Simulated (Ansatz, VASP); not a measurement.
# Li2TaO2: VASP beside Ansatz

```
Li Ta O
1.0
     2.90969    0.00000    0.00000
     0.00000    2.90969    0.00000
     0.00000    0.00000    5.10471
Li Ta O
2 1 2
Direct
  0.00000 0.50000 0.50000
  0.50000 0.00000 0.50000
  0.00000 0.00000 0.00000
  0.50000 0.50000 0.23022
  0.50000 0.50000 0.76978
```

Change from the starting cell: species swapped into the CeMg2Si2 type (P4/mmm, No. 123).

Alike in both runs: functional PBE; k mesh 12 × 12 × 8; occupations gaussian, width 0.1 eV; no spin polarisation.

Ansatz relaxed the structure, and its values are those at the end. VASP's run is a single point on that final structure, the one shown.

|  | VASP | Ansatz |
| --- | --- | --- |
| version | VASP 6.6.1 | Ansatz 0.2.0 |
| potentials or method | VASP PAW PBE potentials, release 64 (Li_sv, Ta_pv, O), cutoff 520 eV | scalar-relativistic, plane waves, PAW |
| valence electrons in the cell | 29 | 31 |

```tsv
	VASP	Ansatz	Ansatz less VASP
gap on the k mesh at the Fermi level (eV)	none	none	-
rms of the force components (eV/Å)	0.006	0.000	-0.0062
```

A gap of «none» marks a metal or a gap that the smearing closes. The functional is the same, so the differences come from potentials, cutoffs and numerics. VASP's potentials hold 29 valence electrons a cell and Ansatz's 31, so a difference there can come from the potentials and not from the codes.

Neither program's run includes spin-orbit coupling. Noted on VASP's run: the cutoff is short for stress, so the pressure is rough.
